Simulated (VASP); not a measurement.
# As (Cmce) in VASP: notebook

The runs below take As through single point, with LDA, r2SCAN, PBEsol.

All numbers are computed with VASP 6.6.1; they aren't measurements. Logs are shortened: lines on timing, memory, paths and dates and some standing lists are left out, and cuts for length are marked.

## (1) The cell of the first run

It takes space group Cmce (No. 64, orthorhombic). Conventional cell: a = 3.722 Å, b = 11.216 Å, c = 4.558 Å, α = 90.00°, β = 90.00°, γ = 90.00°. As (site symmetry m) has 5 As at 2.53 to 3.38 Å within 3.4 Å.

## (2) Single point, LDA

The input, INCAR:

```
SYSTEM = As
ALGO = Normal ; EDIFF = 1E-6
ENCUT = 520 ; GGA = CA
ISIF = 2 ; ISMEAR = -1
LASPH = .True. ; LCHARG = .False.
LREAL = .False. ; LWAVE = .False.
NBANDS = 18 ; NELM = 60
PREC = Accurate ; SIGMA = 0.05
```

The input, KPOINTS:

```
k-points
0
Gamma
  8 8 6
  0 0 0
```

The input, POSCAR:

```
As
1.0
    1.8607934009     -5.6078705233      0.0000000000
    1.8607934009      5.6078705233      0.0000000000
    0.0000000000      0.0000000000      4.5576693162
As
4
Direct
    0.3900000000      0.6100000000      0.5600000000
    0.8900000000      0.1100000000      0.9400000000
    0.6100000000      0.3900000000      0.4400000000
    0.1100000000      0.8900000000      0.0600000000
```

Potentials or basis: VASP PAW LDA potentials, release 64 (As).

Started as:

```bash
$ cat potpaw_LDA.64/As/POTCAR > POTCAR
$ mpirun -np 1 vasp_std > vasp.out
```

OUTCAR:

```text
SYSTEM = As
   EDIFF = 1E-6
   ENCUT = 520
   GGA = CA
   ISIF = 2
   ISMEAR = -1
   LASPH = .True.
   LREAL = .False.
   NELM = 60
   PREC = Accurate

 ion  position               nearest neighbor table
   1  0.390  0.610  0.560-   3 2.53   2 2.54   2 2.54
   2  0.890  0.110  0.940-   4 2.53   1 2.54   1 2.54
   3  0.610  0.390  0.440-   1 2.53   4 2.54   4 2.54
   4  0.110  0.890  0.060-   2 2.53   3 2.54   3 2.54

  LATTYP: Found a base centered orthorhombic cell.
 ALAT       =     3.7215868018
 B/A-ratio  =     3.0136986302
 C/A-ratio  =     1.2246575343

  Lattice vectors:

 A1 = (   1.8607934009,  -5.6078705233,   0.0000000000)
 A2 = (   1.8607934009,   5.6078705233,   0.0000000000)
 A3 = (   0.0000000000,   0.0000000000,   4.5576693162)

Analysis of symmetry for initial positions (statically):
=====================================================================
 Subroutine PRICEL returns:
 Original cell was already a primitive cell.

 Routine SETGRP: Setting up the symmetry group for a
 base centered orthorhombic supercell.

 Subroutine GETGRP returns: Found  8 space group operations
 (whereof  4 operations were pure point group operations)
 out of a pool of  8 trial point group operations.

The static configuration has the point symmetry C_2h.
 The point group associated with its full space group is D_2h.

Analysis of symmetry for dynamics (positions and initial velocities):
=====================================================================
 Subroutine PRICEL returns:
 Original cell was already a primitive cell.

 Routine SETGRP: Setting up the symmetry group for a
 base centered orthorhombic supercell.

 Subroutine GETGRP returns: Found  8 space group operations
 (whereof  4 operations were pure point group operations)
 out of a pool of  8 trial point group operations.

The dynamic configuration has the point symmetry C_2h.
 The point group associated with its full space group is D_2h.

 Subroutine INISYM returns: Found  8 space group operations
 (whereof  4 operations are pure point group operations),
 and found     1 'primitive' translations

----------------------------------------------------------------------------------------

                                     Primitive cell

  volume of cell :      95.1194

  direct lattice vectors                    reciprocal lattice vectors
     1.860793401 -5.607870523  0.000000000     0.268702587 -0.089160404  0.000000000
     1.860793401  5.607870523  0.000000000     0.268702587  0.089160404  0.000000000
     0.000000000  0.000000000  4.557669316     0.000000000  0.000000000  0.219410390

  length of vectors
     5.908533142  5.908533142  4.557669316     0.283108915  0.283108915  0.219410390

  position of ions in fractional coordinates (direct lattice)
     0.390000000  0.610000000  0.560000000
     0.890000000  0.110000000  0.940000000
     0.610000000  0.390000000  0.440000000
     0.110000000  0.890000000  0.060000000

  ion indices of the primitive-cell ions
   primitive index   ion index
                 1           1
                 2           2
                 3           3
                 4           4

----------------------------------------------------------------------------------------

 KPOINTS: k-points

Automatic generation of k-mesh.
 Grid dimensions read from file:
 generate k-points for:    8    8    6

 Generating k-lattice:

  Cartesian coordinates                     Fractional coordinates (reciprocal lattice)
     0.033587823 -0.011145050  0.000000000     0.125000000 -0.000000000  0.000000000
     0.033587823  0.011145050  0.000000000    -0.000000000  0.125000000  0.000000000
     0.000000000  0.000000000  0.036568398     0.000000000  0.000000000  0.166666667

  Length of vectors
     0.035388614  0.035388614  0.036568398

  Shift w.r.t. Gamma in fractional coordinates (k-lattice)
     0.000000000  0.000000000  0.000000000

 Subroutine IBZKPT returns following result:
 ===========================================

 Found     84 irreducible k-points:

 Following reciprocal coordinates:
            Coordinates               Weight
  0.000000  0.000000  0.000000      1.000000
  0.125000  0.000000  0.000000      4.000000
  0.250000  0.000000  0.000000      4.000000
  0.375000 -0.000000  0.000000      4.000000
  0.500000  0.000000  0.000000      2.000000
  0.125000  0.125000  0.000000      2.000000
[... 16 lines left out ...]
  0.125000  0.000000  0.166667      8.000000
  0.250000  0.000000  0.166667      8.000000
 [... further k-points ...]
   k-points           NKPTS =     84   k-points in BZ     NKDIM =     84   number of bands    NBANDS=     18
   number of dos      NEDOS =    301   number of ions     NIONS =      4
   total plane-waves  NPLWV =  82944
   dimension x,y,z NGX =    48 NGY =   48 NGZ =   36
   dimension x,y,z NGXF=    96 NGYF=   96 NGZF=   72
   ions per type =               4
   NGX,Y,Z   is equivalent  to a cutoff of  13.51, 13.51, 13.13 a.u.
[... 28 lines left out ...]
   IALGO  =     38    algorithm
   IMIX   =      4    mixing-type and parameters
     AMIX     =   0.40;   BMIX     =  1.00
     AMIX_MAG =   1.60;   BMIX_MAG =  1.00
  volume/ion in A,a.u.               =      23.78       160.47
  Fermi-wavevector in a.u.,A,eV,Ry     =   0.973483  1.839617 12.893830  0.947670
  Thomas-Fermi vector in A             =   2.103866
   LORBIT       =      0    0 simple, 1 ext, 2 COOP (PROOUT), +10 PAW based schemes
   GGA     = CA    functional components
   LHFCALC =     F    Hartree Fock is set to
   AEXX    =    0.0000 exact exchange contribution
   IVDW    =     0    specifies the selected vdW correction
   LEPSILON=     F    determine dielectric tensor
   LRPA    =     F    only Hartree local field effects (RPA)
 non-spin polarized calculation
  energy-cutoff  :      520.00
  volume of cell :       95.12
 maximum number of plane-waves:      2590
 NGX is ok and might be reduce to    48
   NGX = 21   NGY = 21   NGZ = 17

 number of electron      19.9999998 magnetization

 Free energy of the ion-electron system (eV)
  ---------------------------------------------------
  ext. energy  EPLUGINS =         0.00000000
  ---------------------------------------------------
  free energy    TOTEN  =       -21.21247445 eV

  energy without entropy =      -21.21017739  energy(sigma->0) =      -21.21132592

 E-fermi :   4.1515     XC(G=0):  -9.7208

 val. band max:        4.1150389262   @ k =   0.5000   0.5000   0.3333
 cond. band min:       4.2082008517   @ k =   0.5000   0.3750   0.0000
 fundamental gap:      0.0931619255
 Fermi energy:         4.1514710785

 k-point     1 :       0.0000    0.0000    0.0000
  band No.  band energies     occupation
      1     -10.1202      2.00000
      2      -7.5713      2.00000
      3      -5.1643      2.00000
      4      -2.1350      2.00000
      5      -1.4782      2.00000
      6       0.1701      2.00000
[... 10 lines left out ...]
     17      11.1202      0.00000
     18      11.1516      0.00000

 k-point     2 :       0.1250    0.0000    0.0000
  band No.  band energies     occupation
      1      -9.9654      2.00000
      2      -7.4482      2.00000
      3      -5.3281      2.00000
      4      -2.5102      2.00000
      5      -1.2993      2.00000
      6       0.3270      2.00000
[... 10 lines left out ...]
     17      10.0933      0.00000
     18      11.0911      0.00000

 k-point     3 :       0.2500    0.0000    0.0000
  band No.  band energies     occupation
      1      -9.5083      2.00000
      2      -7.0786      2.00000
      3      -5.8744      2.00000
      4      -3.4558      2.00000
      5      -0.7796      2.00000
      6       0.3858      2.00000
[... 10 lines left out ...]
     17      10.3280      0.00000
     18      11.0436      0.00000

 k-point     4 :       0.3750   -0.0000    0.0000
  band No.  band energies     occupation
      1      -8.7746      2.00000
      2      -6.7817      2.00000
      3      -6.4647      2.00000
      4      -4.5803      2.00000
      5       0.0035      2.00000
      6       0.4195      2.00000
[... 375 lines left out ...]
      4      -2.7325      2.00000
      5      -1.2288      2.00000
      6       0.6975      2.00000
[... 10 lines left out ...]
     17      10.6088      0.00000
     18      11.5490      0.00000

 k-point    23 :       0.1250    0.0000    0.1667
  band No.  band energies     occupation
      1      -9.8166      2.00000
      2      -7.5641      2.00000
      3      -5.4211      2.00000
      4      -2.9517      2.00000
      5      -1.0678      2.00000
      6       0.2262      2.00000
[... 10 lines left out ...]
     17      10.6520      0.00000
     18      11.4182      0.00000

 k-point    24 :       0.2500    0.0000    0.1667
  band No.  band energies     occupation
      1      -9.3668      2.00000
      2      -7.2232      2.00000
      3      -5.7968      2.00000
      4      -3.6425      2.00000
      5      -0.7078      2.00000
      6      -0.2519      2.00000
[... 10 lines left out ...]
     17      10.3757      0.00000
     18      11.5093      0.00000

 [... further k-points ...]
[... 5 lines left out ...]
  --------------------------------------------------------------------------------------
  -------------------------------------------------------------------------------------
  Total       -2.7031065     -2.8545296     -3.3682785      0.0000000     -0.0000000      0.0000000
  in kB      -45.5307493    -48.0812992    -56.7348142      0.0000000     -0.0000000      0.0000000
  external PRESSURE =     -50.1156209 kB  Pullay stress =       0.0000000 kB

 VOLUME and BASIS-vectors are now :
 -----------------------------------------------------------------------------
  energy-cutoff  :      520.00
  volume of cell :       95.12
      direct lattice vectors                 reciprocal lattice vectors
     1.860793401 -5.607870523  0.000000000     0.268702587 -0.089160404  0.000000000
     1.860793401  5.607870523  0.000000000     0.268702587  0.089160404  0.000000000
     0.000000000  0.000000000  4.557669316     0.000000000  0.000000000  0.219410390

 POSITION                                       TOTAL-FORCE (eV/Angst)
 -----------------------------------------------------------------------------------
      1.86079      1.23373      2.55229         0.000000     -0.302093      0.413943
      1.86079     -4.37414      4.28421         0.000000     -0.302093     -0.413943
      1.86079     -1.23373      2.00537         0.000000      0.302093     -0.413943
      1.86079      4.37414      0.27346         0.000000      0.302093      0.413943
 -----------------------------------------------------------------------------------
    total drift:                               -0.000000      0.000000     -0.000000

  FREE ENERGIE OF THE ION-ELECTRON SYSTEM (eV)
  ---------------------------------------------------
  free  energy   TOTEN  =       -21.2124744479 eV

  energy  without entropy=      -21.2101773898  energy(sigma->0) =      -21.21132592
```

It took 2.9 min on 1 thread of Intel Xeon 8259CL, shared host; peak memory 0.28 GiB.

Results:

| Quantity | Value |
| --- | --- |
| Free energy | -21.2125 eV |
| Pressure | -5.0 GPa |
| Largest force | 0.512 eV/Å |

Forces in eV/Å, atoms in the order of the input:
```
As   0.000 -0.302  0.414
As   0.000 -0.302 -0.414
As   0.000  0.302 -0.414
As   0.000  0.302  0.414
```

Stress tensor (GPa, compression positive):
```
-4.55  0.00  0.00
 0.00 -4.81  0.00
 0.00  0.00 -5.67
```

Caveat: the cell stands under tension.

## (3) Single point, LDA (23.78 Å³/atom)

The input, INCAR:

```
SYSTEM = As
PREC = Accurate
ENCUT = 520
EDIFF = 1E-6
ISMEAR = -1
SIGMA = 0.05
LREAL = .FALSE.
LASPH = .TRUE.
NELM = 60
ALGO = Normal
ISIF = 2
LWAVE = .FALSE.
LCHARG = .FALSE.
NBANDS = 18
```

The input, KPOINTS:

```
regular mesh
0
G
  8 8 6
  0 0 0
```

POSCAR is that of step 2.

Potentials or basis: VASP PAW LDA potentials, release 64 (As).

Started as:

```bash
$ cat potpaw_LDA.64/As/POTCAR > POTCAR
$ mpirun -np 1 vasp_std > vasp.out
```

It took 2.7 min on 1 thread of Intel Xeon 8259CL, shared host; peak memory 0.28 GiB.

It converged, with:

```
Free energy   : -21.2125 eV
Pressure      : -5.0 GPa
Largest force : 0.512 eV/Å
```

Forces in eV/Å, atoms in the order of the input:
```
As   0.000 -0.302  0.414
As   0.000 -0.302 -0.414
As   0.000  0.302 -0.414
As   0.000  0.302  0.414
```

Stress tensor (GPa, compression positive):
```
-4.55  0.00  0.00
 0.00 -4.81  0.00
 0.00  0.00 -5.67
```

Levels at points of the mesh, in eV from the Fermi level:
| k point | band 8 | band 9 | band 10 | band 11 | band 12 | band 13 |
| --- | --- | --- | --- | --- | --- | --- |
| (0.00, 0.00, 0.00) | -2.05 | -1.71 | -0.95 | 1.97 | 2.07 | 2.47 |
| (0.50, 0.00, 0.00) | -2.36 | -2.18 | -2.18 | 0.86 | 0.86 | 1.05 |
| (0.50, 0.50, 0.00) | -1.52 | -1.15 | -0.29 | 0.08 | 2.08 | 2.25 |
| (0.00, 0.00, 0.50) | -1.81 | -0.59 | -0.59 | 0.91 | 0.91 | 2.05 |
| (0.50, 0.00, 0.50) | -4.30 | -1.68 | -1.68 | 1.98 | 1.98 | 4.36 |
| (0.50, 0.50, 0.50) | -1.82 | -1.04 | -1.04 | 1.46 | 1.46 | 1.55 |

Caveat: the cell stands under tension.

## (4) Single point, r2SCAN

This run uses another cell than the first one, of 21.09 Å³/atom.

The input, POSCAR:

```
As
1.0
    1.7877446484     -5.3877235979      0.0000000000
    1.7877446484      5.3877235979      0.0000000000
    0.0000000000      0.0000000000      4.3787499060
As
4
Direct
    0.3900000000      0.6100000000      0.5600000000
    0.8900000000      0.1100000000      0.9400000000
    0.6100000000      0.3900000000      0.4400000000
    0.1100000000      0.8900000000      0.0600000000
```

The input, INCAR.step1:

```
SYSTEM = As
PREC     = Accurate       ! precision mode
ENCUT    = 520            ! plane-wave cutoff, eV
ISMEAR   = -1             ! smearing method
SIGMA    = 0.05           ! smearing width, eV
LREAL    = .FALSE.        ! projectors in reciprocal space
LASPH    = .TRUE.         ! aspherical terms in the spheres
NELM     = 60             ! most SCF steps
NBANDS   = 18             ! bands
GGA      = PE             ! functional
ALGO     = Normal         ! electronic algorithm
EDIFF    = 1E-4           ! SCF threshold, eV
LWAVE    = .TRUE.         ! write WAVECAR
LCHARG   = .FALSE.        ! write CHGCAR
```

The input, INCAR.step2:

```
SYSTEM = As
PREC     = Accurate       ! precision mode
ENCUT    = 520            ! plane-wave cutoff, eV
EDIFF    = 1E-6           ! SCF threshold, eV
ISMEAR   = -1             ! smearing method
SIGMA    = 0.05           ! smearing width, eV
LREAL    = .FALSE.        ! projectors in reciprocal space
LASPH    = .TRUE.         ! aspherical terms in the spheres
NELM     = 60             ! most SCF steps
ALGO     = Normal         ! electronic algorithm
ISIF     = 2              ! what is computed and relaxed
LWAVE    = .FALSE.        ! write WAVECAR
LCHARG   = .FALSE.        ! write CHGCAR
METAGGA  = R2SCAN         ! meta-GGA
LMIXTAU  = .TRUE.       
NBANDS   = 18             ! bands
ISTART   = 1
```

The input, KPOINTS:

```
Automatic mesh
0
G
  8 8 6
  0 0 0
```

Potentials or basis: VASP PAW PBE potentials, release 64 (As).

Started as:

```bash
$ cat potpaw_PBE.64/As/POTCAR > POTCAR
$ cp INCAR.step1 INCAR
$ mpirun -np 1 vasp_std > vasp.out
$ cp INCAR.step2 INCAR
$ mpirun -np 1 vasp_std > vasp.out
```

Run time: 11 min. Hardware: 1 thread of Intel Xeon 8259CL, shared host; peak memory 0.3 GiB.

Results (log left out):

```
Free energy   : -58.6132 eV
Pressure      : 6.9 GPa
Largest force : 0.279 eV/Å
```

Forces in eV/Å, atoms in the order of the input:
```
As   0.000  0.279  0.002
As   0.000  0.279 -0.002
As   0.000 -0.279 -0.002
As   0.000 -0.279  0.002
```

Stress tensor (GPa, compression positive):
```
8.14 0.00 0.00
0.00 6.46 0.00
0.00 0.00 5.97
```

Levels at points of the mesh, in eV from the Fermi level:
```
           k point  band 6  band 7  band 8  band 9  band 10  band 11  band 12  band 13  band 14  band 15
(0.00, 0.00, 0.00)   -4.88   -3.52   -2.60   -2.20    -1.28     2.05     2.22     2.70     3.67     5.33
(0.50, 0.00, 0.00)   -4.33   -2.87   -2.87   -2.65    -2.65     0.94     0.94     1.22     1.22     3.55
(0.50, 0.50, 0.00)   -5.03   -3.91   -1.97   -1.53    -0.33     0.15     2.02     2.76     3.26     5.39
(0.00, 0.00, 0.50)   -4.88   -2.35   -2.35   -0.64    -0.64     1.32     1.32     2.19     2.19     5.59
(0.50, 0.00, 0.50)   -6.03   -5.25   -5.25   -2.13    -2.13     2.19     2.19     5.08     5.08     7.09
(0.50, 0.50, 0.50)   -2.48   -2.15   -2.15   -1.16    -1.16     1.60     1.60     2.25     2.25     2.78
```

Caveat: the cell stands under pressure; the PAW data sets were made with another functional, which shifts forces and pressure a little.

## (5) Single point, PBEsol

This run uses another cell than the first one, of 16.65 Å³/atom.

The input, INCAR:

```
SYSTEM = As
PREC     = Accurate       ! precision mode
ENCUT    = 520            ! plane-wave cutoff, eV
EDIFF    = 1E-6           ! SCF threshold, eV
ISMEAR   = -1             ! smearing method
SIGMA    = 0.05           ! smearing width, eV
LREAL    = .FALSE.        ! projectors in reciprocal space
LASPH    = .TRUE.         ! aspherical terms in the spheres
NELM     = 100            ! most SCF steps
ALGO     = Normal         ! electronic algorithm
ISIF     = 2              ! what is computed and relaxed
LWAVE    = .FALSE.        ! write WAVECAR
LCHARG   = .FALSE.        ! write CHGCAR
GGA      = PS             ! functional
NBANDS   = 18             ! bands
```

The input, KPOINTS:

```
regular mesh
0
G
  8 8 6
  0 0 0
```

The input, POSCAR:

```
As
1.0
    1.8231033469     -4.9511851931      0.0000000000
    1.8231033469      4.9511851931      0.0000000000
    0.0000000000      0.0000000000      3.6888371333
As
4
Direct
    0.3781079392      0.6218920608      0.5250009136
    0.8781079392      0.1218920608      0.9749990864
    0.6218920608      0.3781079392      0.4749990864
    0.1218920608      0.8781079392      0.0250009136
```

Started as:

```bash
$ cat potpaw_PBE.64/As/POTCAR > POTCAR
$ mpirun -np 1 vasp_std > vasp.out
```

It took 54 s on 1 thread of Intel Xeon Platinum 8488C (Sapphire Rapids), shared host; peak memory 0.23 GiB.

It converged, with:

```
Free energy            : -19.3049 eV
Pressure               : 20.9 GPa
Largest force          : 0.083 eV/Å
Band gap on the k mesh : zero (bands 10 and 11 overlap by 1.49 eV)
```

Forces on the atoms (eV/Å):
```
As   0.000  0.071 -0.044
As   0.000  0.071  0.044
As   0.000 -0.071  0.044
As   0.000 -0.071 -0.044
```

Stress tensor (GPa, compression positive):
```
20.94  0.00  0.00
 0.00 20.95  0.00
 0.00  0.00 20.81
```

Levels at points of the mesh, in eV from the Fermi level:
```
           k point  band 6  band 7  band 8  band 9  band 10  band 11  band 12  band 13  band 14  band 15
(0.00, 0.00, 0.00)   -4.94   -4.05   -3.59   -1.68    -0.51     2.79     3.41     4.54     5.52     5.75
(0.50, 0.00, 0.00)   -3.71   -1.98   -1.98   -1.07    -1.07     0.51     0.51     1.88     1.88     4.42
(0.50, 0.50, 0.00)   -4.15   -3.88   -2.32   -1.73    -1.44    -0.40     2.82     3.31     4.50     5.04
(0.00, 0.00, 0.50)   -5.49   -1.77   -1.77   -0.08    -0.08     0.05     0.05     0.44     0.44     7.32
(0.50, 0.00, 0.50)   -7.11   -6.19   -6.19   -1.92    -1.92     1.76     1.76     7.69     7.69     7.87
(0.50, 0.50, 0.50)   -2.42   -1.25   -1.25   -0.91    -0.91     1.09     1.09     1.56     1.56     2.95
```

Caveat: the cell stands under pressure; the PAW data sets were made with another functional, which shifts forces and pressure a little.

## (6) The runs side by side

| level | potentials or basis | cell | pressure (GPa) | largest force (eV/Å) |
| --- | --- | --- | --- | --- |
| LDA | VASP PAW LDA potentials, release 64 (As) | a = 5.909, b = 5.909, c = 4.558 Å, angles 90.0, 90.0, 143.3°, 4 atoms, atomic positions A | -5.0 | 0.51 |
| r2SCAN | VASP PAW PBE potentials, release 64 (As) | a = 5.677, b = 5.677, c = 4.379 Å, angles 90.0, 90.0, 143.3°, 4 atoms, atomic positions A | 6.9 | 0.28 |
| PBEsol | VASP PAW PBE potentials, release 64 (As) | a = 5.276, b = 5.276, c = 3.689 Å, angles 90.0, 90.0, 139.6°, 4 atoms, atomic positions B | 20.9 | 0.08 |

Alike in all rows: task single point; no spin polarisation; k mesh 8 × 8 × 6; cutoff (eV) 520; smearing fermi-dirac 0.05 eV.

Caveats: the cell stands under pressure (at least some runs); the PAW data sets were made with another functional, which shifts forces and pressure a little (at least some runs); the cell stands under tension (at least some runs).

Total energies depend on the potentials used, so only differences within one code and one set of settings carry meaning.

The gap in the log of VASP goes by the Fermi energy; the results here count the filled bands.